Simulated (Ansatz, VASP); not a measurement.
# C in VASP and in Ansatz

```xyz
2
Lattice="0.0000 2.1167 3.3597 1.2228 0.0000 3.3597 1.2228 2.1167 0.0000" Properties=species:S:1:pos:R:3 pbc="T T T"
C     1.1521    0.6350    3.2597
C     1.2228    3.5276    3.3597
```

Alike in both runs: task single point; functional LDA; k mesh 16 × 16 × 16; occupations gaussian, width 0.03 eV; no spin polarisation.

|  | VASP | Ansatz |
| --- | --- | --- |
| version | VASP 6.6.1 | Ansatz 0.2.0 |
| potentials or method | VASP PAW LDA potentials, release 64 (C), cutoff 520 eV | scalar-relativistic, plane waves, PAW |
| valence electrons in the cell | 8 | 8 |

|  | VASP | Ansatz | Ansatz less VASP |
| --- | --- | --- | --- |
| gap on the k mesh at the Fermi level (eV) | none | none | - |
| pressure (GPa) | 4.4 | 3.7 | -0.73 |
| traceless stress, the component that is largest in VASP (GPa) | 11.56 | 11.10 | -0.459 |
| rms of the force components (eV/Å) | 3.071 | 3.079 | +0.0077 |

LDA's correlation is that of Perdew and Zunger in VASP and of Perdew and Wang (1992) in Ansatz. Atom by atom the forces differ by 0.008 eV/Å (rms over components). A gap of «none» marks a metal or a gap that the smearing closes.
